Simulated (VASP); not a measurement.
Wanted: the native input for a VASP 6.6.1 run.

- Task: relaxation of shape and atoms at fixed volume
- Functional: PBEsol
- Potentials or basis: VASP PAW PBE potentials, release 64 (Ge_d)
- Cutoff: 600 eV
- k mesh: 16 × 16 × 16
- Occupations: gaussian, width 0.1 eV
- Spin: no spin polarisation
- Dipole correction: no
- Further INCAR settings: ALGO = Normal; EDIFF = 1e-06; IBRION = 2; EDIFFG = -0.01; NSW = 50; ISIF = 4

The structure of Ge lies in POSCAR:

```
Ge
1.0
   -2.5116683242      2.5116683242      1.3670871881
    2.5116683242     -2.5116683242      1.3670871881
    2.5116683242      2.5116683242     -1.3670871881
Ge
2
Direct
    0.2500000000      0.7500000000      0.5000000000
    0.5000000000      0.5000000000      0.0000000000
```

The input as run:

INCAR

```
SYSTEM = Ge
PREC = Accurate
ENCUT = 600
EDIFF = 1E-6
ISMEAR = 0
SIGMA = 0.1
LREAL = .False.
LASPH = .True.
NELM = 100
ALGO = Normal
ISIF = 4
LWAVE = .False.
LCHARG = .False.
GGA = PS
IBRION = 2
NSW = 50
EDIFFG = -0.01
```

KPOINTS

```
regular mesh
0
Gamma
  16 16 16
  0 0 0
```

Potentials or basis: VASP PAW PBE potentials, release 64 (Ge_d).

The run is started by

```bash
$ cat potpaw_PBE.64/Ge_d/POTCAR > POTCAR
$ mpirun -np 1 vasp_std > vasp.out
```

It gave:

* Energy gained by relaxing: 0.0 meV/atom
* Ionic steps: 2
* Pressure after relaxing: 5.7 GPa
* Band gap on the k mesh: zero (bands 14 and 15 overlap by 5.79 eV)

Caveat: the PAW data sets were made with another functional, which shifts forces and pressure a little.

It took 2.7 min on 1 thread of Intel(R) Xeon(R) 6975P-C (Granite Rapids), with other jobs on the host, peak memory 0.34 GiB.
